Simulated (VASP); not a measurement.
# Ni (Fm-3m) in VASP: further runs

Runs on Ni. Level: PBEsol. Tasks: single point, relaxation of cell and atoms.

Program: VASP 6.6.1. These are calculated values, not measurements. Logs are shortened: lines on timing, memory, paths and dates and some standing lists are left out, and cuts for length are marked.

### 1 The cell of the first run

It takes space group Fm-3m (No. 225, cubic). Conventional cell: a = 3.463 Å, b = 3.463 Å, c = 3.463 Å, α = 90.00°, β = 90.00°, γ = 90.00°. Ni (site symmetry m-3m) has 12 Ni at 2.45 Å within 3.2 Å.

### 2 Single point, PBEsol, collinear spin, ferromagnetic start

File INCAR:

```
PREC = Accurate
ENCUT = 520
EDIFF = 1E-6
ISMEAR = -1
SIGMA = 0.1
LREAL = F
LASPH = T
NELM = 150
ALGO = Normal
ISIF = 2
LWAVE = F
LCHARG = T
ISPIN = 2
MAGMOM = 1.5
LORBIT = 11
LMAXMIX = 4
GGA = PS
LELF = T
LVHAR = T
NBANDS = 15
```

File KPOINTS:

```
regular mesh
0
Gamma
  11 11 11
```

File POSCAR:

```
Ni
1.0
    0.0000000000      1.7316958476      1.7316958476
    1.7316958476      0.0000000000      1.7316958476
    1.7316958476      1.7316958476      0.0000000000
Ni
1
Direct
    0.0000000000      0.0000000000      0.0000000000
```

Potentials or basis: VASP PAW PBE potentials, release 64 (Ni).

On the command line:

```console
$ cat potpaw_PBE.64/Ni/POTCAR > POTCAR
$ mpirun -np 1 vasp_std > vasp.out
```

OUTCAR:

```text
PREC = Accurate
   ENCUT = 520
   EDIFF = 1E-6
   ISMEAR = -1
   LREAL = F
   LASPH = T
   NELM = 150
   ISIF = 2
   ISPIN = 2
   LORBIT = 11
   GGA = PS

 ion  position               nearest neighbor table
   1  0.000  0.000  0.000-

  LATTYP: Found a face centered cubic cell.
 ALAT       =     3.4633916952

  Lattice vectors:

 A1 = (   0.0000000000,   1.7316958476,   1.7316958476)
 A2 = (   1.7316958476,   0.0000000000,   1.7316958476)
 A3 = (   1.7316958476,   1.7316958476,   0.0000000000)

Analysis of symmetry for initial positions (statically):
=====================================================================
 Subroutine PRICEL returns:
 Original cell was already a primitive cell.

 Routine SETGRP: Setting up the symmetry group for a
 face centered cubic supercell.

 Subroutine GETGRP returns: Found 48 space group operations
 (whereof 48 operations were pure point group operations)
 out of a pool of 48 trial point group operations.

The static configuration has the point symmetry O_h .

Analysis of symmetry for dynamics (positions and initial velocities):
=====================================================================
 Subroutine PRICEL returns:
 Original cell was already a primitive cell.

 Routine SETGRP: Setting up the symmetry group for a
 face centered cubic supercell.

 Subroutine GETGRP returns: Found 48 space group operations
 (whereof 48 operations were pure point group operations)
 out of a pool of 48 trial point group operations.

The dynamic configuration has the point symmetry O_h .

Analysis of structural, dynamic, and magnetic symmetry:
=====================================================================
 Subroutine PRICEL returns:
 Original cell was already a primitive cell.

 Routine SETGRP: Setting up the symmetry group for a
 face centered cubic supercell.

 Subroutine GETGRP returns: Found 48 space group operations
 (whereof 48 operations were pure point group operations)
 out of a pool of 48 trial point group operations.

The overall configuration has the point symmetry O_h .

 Subroutine INISYM returns: Found 48 space group operations
 (whereof 48 operations are pure point group operations),
 and found     1 'primitive' translations

----------------------------------------------------------------------------------------

                                     Primitive cell

  volume of cell :      10.3859

  direct lattice vectors                    reciprocal lattice vectors
     0.000000000  1.731695848  1.731695848    -0.288734307  0.288734307  0.288734307
     1.731695848  0.000000000  1.731695848     0.288734307 -0.288734307  0.288734307
     1.731695848  1.731695848  0.000000000     0.288734307  0.288734307 -0.288734307

  length of vectors
     2.448987754  2.448987754  2.448987754     0.500102489  0.500102489  0.500102489

  position of ions in fractional coordinates (direct lattice)
     0.000000000  0.000000000  0.000000000

  ion indices of the primitive-cell ions
   primitive index   ion index
                 1           1

----------------------------------------------------------------------------------------

 KPOINTS: regular mesh

Automatic generation of k-mesh.
 Grid dimensions read from file:
 generate k-points for:   11   11   11

 Generating k-lattice:

  Cartesian coordinates                     Fractional coordinates (reciprocal lattice)
    -0.026248573  0.026248573  0.026248573     0.090909091  0.000000000  0.000000000
     0.026248573 -0.026248573  0.026248573     0.000000000  0.090909091  0.000000000
     0.026248573  0.026248573 -0.026248573     0.000000000  0.000000000  0.090909091

  Length of vectors
     0.045463863  0.045463863  0.045463863

  Shift w.r.t. Gamma in fractional coordinates (k-lattice)
     0.000000000  0.000000000  0.000000000

 Subroutine IBZKPT returns following result:
 ===========================================

 Found     56 irreducible k-points:

 Following reciprocal coordinates:
            Coordinates               Weight
  0.000000  0.000000  0.000000      1.000000
  0.090909  0.000000  0.000000      8.000000
  0.181818  0.000000  0.000000      8.000000
  0.272727  0.000000  0.000000      8.000000
  0.363636  0.000000  0.000000      8.000000
  0.454545  0.000000  0.000000      8.000000
[... 16 lines left out ...]
 -0.272727  0.181818  0.000000     24.000000
 -0.181818  0.181818  0.000000     12.000000
 [... further k-points ...]
   k-points           NKPTS =     56   k-points in BZ     NKDIM =     56   number of bands    NBANDS=     15
   number of dos      NEDOS =    301   number of ions     NIONS =      1
   total plane-waves  NPLWV =   5832
   dimension x,y,z NGX =    18 NGY =   18 NGZ =   18
   dimension x,y,z NGXF=    36 NGYF=   36 NGZF=   36
   ions per type =               1
   NGX,Y,Z   is equivalent  to a cutoff of  12.22, 12.22, 12.22 a.u.
   NGXF,Y,Z  is equivalent  to a cutoff of  24.44, 24.44, 24.44 a.u.
 SYSTEM =  unknown system
   PREC   = accura    normal or accurate (medium, high low for compatibility)
   ISTART =      0    job   : 0-new  1-cont  2-samecut
   ICHARG =      2    charge: 1-file 2-atom 10-const
   ISPIN  =      2    spin polarized calculation?
   LNONCOLLINEAR =      F non collinear calculations
   LSORBIT =      F    spin-orbit coupling
   LASPH  =      T    aspherical Exc in radial PAW
   ENCUT  =  520.0 eV  38.22 Ry    6.18 a.u.   4.55  4.55  4.55*2*pi/ulx,y,z
   NELM   =    150;   NELMIN=  2; NELMDL= -5     # of ELM steps
   EDIFF  = 0.1E-05   stopping-criterion for ELM
   LREAL  =      F    real-space projection
   EDIFFG = 0.1E-04   stopping-criterion for IOM
   NSW    =      0    number of steps for IOM
   IBRION =     -1    ionic relax: 0-MD 1-quasi-New 2-CG
   NFREE  =      0    steps in history (QN), initial steepest desc. (CG)
   ISIF   =      2    stress and relaxation
   ISYM   =      2    0-nonsym 1-usesym 2-fastsym
   POTIM  = 0.5000    time-step for ionic-motion
   TEBEG  =    0.0;   TEEND  =   0.0 temperature during run
   PSTRESS=    0.0 pullay stress
   NELECT =      10.0000    total number of electrons
   NUPDOWN=      -1.0000    fix difference up-down
   EMIN   =  10.00;   EMAX   =-10.00  energy-range for DOS
   EFERMI =   0.00;   METHOD = LEGACY
   ISMEAR =    -1;   SIGMA  =   0.10  broadening in eV -4-tet -1-fermi 0-gaus
   EFERMI_NEDOS =   21; number of points for ismear=-14 and -15
   IALGO  =     38    algorithm
   IMIX   =      4    mixing-type and parameters
     AMIX     =   0.40;   BMIX     =  1.00
     AMIX_MAG =   1.60;   BMIX_MAG =  1.00
  volume/ion in A,a.u.               =      10.39        70.09
  Fermi-wavevector in a.u.,A,eV,Ry     =   1.616565  3.054865 35.555873  2.613283
  Thomas-Fermi vector in A             =   2.711131
   LORBIT       =     11    0 simple, 1 ext, 2 COOP (PROOUT), +10 PAW based schemes
   GGA     = PS    functional components
   LHFCALC =     F    Hartree Fock is set to
   AEXX    =    0.0000 exact exchange contribution
   IVDW    =     0    specifies the selected vdW correction
   LEPSILON=     F    determine dielectric tensor
   LRPA    =     F    only Hartree local field effects (RPA)
 spin polarized calculation
  energy-cutoff  :      520.00
  volume of cell :       10.39
 maximum number of plane-waves:       291
   NGX =  9   NGY =  9   NGZ =  9

 number of electron      10.0000000 magnetization       1.5000000

 number of electron       9.9999994 magnetization       0.5715720

 Free energy of the ion-electron system (eV)
  ---------------------------------------------------
  ext. energy  EPLUGINS =         0.00000000
  ---------------------------------------------------
  free energy    TOTEN  =        -6.16434698 eV

  energy without entropy =       -6.11186030  energy(sigma->0) =       -6.13810364

 E-fermi :   9.8361     XC(G=0): -13.7130

 val. band max:        9.8354270659   @ k =   0.3636   0.2727   0.0000
 cond. band min:       9.8399327210   @ k =  -0.4545   0.4545   0.0000
 fundamental gap:      0.0045056551
 Fermi energy:         9.8360991852

 spin component 1

 k-point     1 :       0.0000    0.0000    0.0000
  band No.  band energies     occupation
      1       0.4739      1.00000
      2       7.3492      1.00000
      3       7.3492      1.00000
      4       7.3492      1.00000
      5       8.5833      1.00000
      6       8.5833      1.00000
      7      33.9528      0.00000
      8      38.1571      0.00000
      9      38.1571      0.00000
     10      38.1571      0.00000
     11      41.2452      0.00000
     12      41.2452      0.00000
     13      41.2452      0.00000
     14      44.1495      0.00000
     15      50.9578      0.00000
[... 397 lines left out ...]
 k-point    24 :      -0.1818    0.1818    0.0000
  band No.  band energies     occupation
      1       3.6371      1.00000
      2       6.7050      1.00000
      3       7.4533      1.00000
      4       8.0214      1.00000
      5       8.1220      1.00000
      6       9.4043      0.98684
      7      25.6348      0.00000
      8      26.4842      0.00000
      9      36.5194      0.00000
     10      37.6513      0.00000
     11      39.6219      0.00000
     12      42.8036      0.00000
     13      43.6565      0.00000
     14      49.2719      0.00000
     15      52.3897      0.00000

 [... further k-points ...]

 spin component 2

 k-point     1 :       0.0000    0.0000    0.0000
  band No.  band energies     occupation
      1       0.4589      1.00000
      2       8.0051      1.00000
      3       8.0051      1.00000
      4       8.0051      1.00000
      5       9.1539      0.99891
      6       9.1539      0.99891
      7      33.8447      0.00000
      8      38.1509      0.00000
      9      38.1509      0.00000
     10      38.1509      0.00000
     11      41.3524      0.00000
     12      41.3524      0.00000
     13      41.3524      0.00000
     14      44.0544      0.00000
     15      51.1390      0.00000
[... 397 lines left out ...]
 k-point    24 :      -0.1818    0.1818    0.0000
  band No.  band energies     occupation
      1       3.6612      1.00000
      2       7.2882      1.00000
      3       8.0224      1.00000
      4       8.6649      0.99999
      5       8.7085      0.99999
      6      10.0291      0.12675
      7      25.7867      0.00000
      8      26.5686      0.00000
      9      36.5080      0.00000
     10      37.7232      0.00000
     11      39.5683      0.00000
     12      42.8708      0.00000
     13      43.7647      0.00000
     14      49.4765      0.00000
     15      52.3832      0.00000

 [... further k-points ...]

------------------------ aborting loop because EDIFF is reached ----------------------------------------

  FORCE on cell =-STRESS in cart. coord.  units (eV):
  Direction    XX          YY          ZZ          XY          YZ          ZX
  --------------------------------------------------------------------------------------
  -------------------------------------------------------------------------------------
  Total        0.0103066      0.0103066      0.0103066      0.0000000     -0.0000000     -0.0000000
  in kB        1.5899471      1.5899471      1.5899471      0.0000000     -0.0000000     -0.0000000
  external PRESSURE =       1.5899471 kB  Pullay stress =       0.0000000 kB

 VOLUME and BASIS-vectors are now :
 -----------------------------------------------------------------------------
  energy-cutoff  :      520.00
  volume of cell :       10.39
      direct lattice vectors                 reciprocal lattice vectors
     0.000000000  1.731695848  1.731695848    -0.288734307  0.288734307  0.288734307
     1.731695848  0.000000000  1.731695848     0.288734307 -0.288734307  0.288734307
     1.731695848  1.731695848  0.000000000     0.288734307  0.288734307 -0.288734307

 POSITION                                       TOTAL-FORCE (eV/Angst)
 -----------------------------------------------------------------------------------
      0.00000      0.00000      0.00000         0.000000      0.000000      0.000000
 -----------------------------------------------------------------------------------
    total drift:                               -0.000000      0.000000     -0.000000

  FREE ENERGIE OF THE ION-ELECTRON SYSTEM (eV)
  ---------------------------------------------------
  free  energy   TOTEN  =        -6.1643469795 eV

  energy  without entropy=       -6.1118603028  energy(sigma->0) =       -6.13810364

 total charge

# of ion       s       p       d       tot
------------------------------------------
    1        0.520   0.546   8.334   9.400

 magnetization (x)

# of ion       s       p       d       tot
------------------------------------------
    1       -0.007  -0.025   0.610   0.578
```

Wall time 14 s (1 thread of Intel Xeon Platinum 8375C at 2.90GHz (Ice Lake), shared host); peak memory 0.13 GiB.

Results:

```yaml
Free_energy: -6.1643 eV
Pressure: 0.2 GPa
Net_moment: 0.57 μB per cell
Site_moments: Ni +0.58 μB
Valence_electrons_inside_the_program's_atomic_spheres: Ni 9.40
```

Levels at points of the mesh, in eV from the Fermi level:
Spin up:
| k point | band 1 | band 2 | band 3 | band 4 | band 5 | band 6 | band 7 | band 8 | band 9 | band 10 |
| --- | --- | --- | --- | --- | --- | --- | --- | --- | --- | --- |
| (0.00, 0.00, 0.00) | -9.36 | -2.49 | -2.49 | -2.49 | -1.25 | -1.25 | 24.12 | 28.32 | 28.32 | 28.32 |
Spin down:
| k point | band 2 | band 3 | band 4 | band 5 | band 6 | band 7 | band 8 | band 9 |
| --- | --- | --- | --- | --- | --- | --- | --- | --- |
| (0.00, 0.00, 0.00) | -1.83 | -1.83 | -1.83 | -0.68 | -0.68 | 24.01 | 28.31 | 28.31 |

Caveat: the PAW data sets were made with another functional, which shifts forces and pressure a little.

### 3 Relaxation of cell and atoms, PBEsol, collinear spin, ferromagnetic start

This run uses another cell than the first one, of 10.94 Å³/atom, 1.053 times its volume.

File INCAR:

```
SYSTEM = Ni
ALGO = Normal
EDIFF = 1E-6
EDIFFG = -0.03
ENCUT = 600
GGA = PS
IBRION = 2
ISIF = 3
ISMEAR = -1
ISPIN = 2
LASPH = .TRUE.
LCHARG = .FALSE.
LMAXMIX = 4
LORBIT = 11
LREAL = .FALSE.
LWAVE = .FALSE.
MAGMOM = 1.5
NELM = 150
NSW = 80
PREC = Accurate
SIGMA = 0.1
```

File KPOINTS:

```
k-points
0
G
  11 11 11
  0 0 0
```

File POSCAR:

```
Ni
1.0
    0.0000000000      1.7619350000      1.7619350000
    1.7619350000      0.0000000000      1.7619350000
    1.7619350000      1.7619350000      0.0000000000
Ni
1
Direct
    0.0000000000      0.0000000000      0.0000000000
```

Potentials or basis: VASP PAW PBE potentials, release 64 (Ni).

On the command line:

```console
$ cat potpaw_PBE.64/Ni/POTCAR > POTCAR
$ mpirun -np 1 vasp_std > vasp.out
```

Run time: 31 s. Hardware: 1 thread of Intel Xeon Platinum 8375C at 2.90GHz (Ice Lake), shared host; peak memory 0.14 GiB.

The run converged. Its results:

- Free energy: -6.1645 eV
- Relaxed volume: 10.38 Å³/atom
- Relaxed cell: a = 2.449 Å, b = 2.449 Å, c = 2.449 Å, α = 60.00°, β = 60.00°, γ = 60.00°
- Space group after relaxing (to 0.05 Å): Fm-3m (No. 225)
- Energy gained by relaxing: 19.3 meV/atom
- Ionic steps: 3
- Pressure after relaxing: 0.0 GPa
- Net moment: 0.57 μB per cell
- Site moments: Ni +0.58 μB
- Valence electrons inside the program's atomic spheres: Ni 9.40

The path:
| step | energy change (eV) | largest force (eV/Å) | pressure (GPa) | volume (Å³) |
| --- | --- | --- | --- | --- |
| 1 | 0.0000 | 0.0000 | -10.32 | 10.94 |
| 2 | 0.0010 | 0.0000 | 13.26 | 9.86 |
| 3 | -0.0193 | 0.0000 | -0.02 | 10.38 |

Final structure:
```xyz
1
Lattice="0.0000 1.7315 1.7315 1.7315 0.0000 1.7315 1.7315 1.7315 0.0000" Properties=species:S:1:pos:R:3 pbc="T T T"
Ni    0.0000    0.0000    0.0000
```

Levels at points of the mesh, in eV from the Fermi level:
Spin up:
| k point | band 1 | band 2 | band 3 | band 4 | band 5 | band 6 | band 7 | band 8 | band 9 | band 10 |
| --- | --- | --- | --- | --- | --- | --- | --- | --- | --- | --- |
| (0.00, 0.00, 0.00) | -9.37 | -2.49 | -2.49 | -2.49 | -1.25 | -1.25 | 24.12 | 28.33 | 28.33 | 28.33 |
Spin down:
```
           k point  band 3  band 4  band 5  band 6  band 7  band 8
(0.00, 0.00, 0.00)   -1.83   -1.83   -0.68   -0.68   24.01   28.32
```

Caveat: the PAW data sets were made with another functional, which shifts forces and pressure a little.
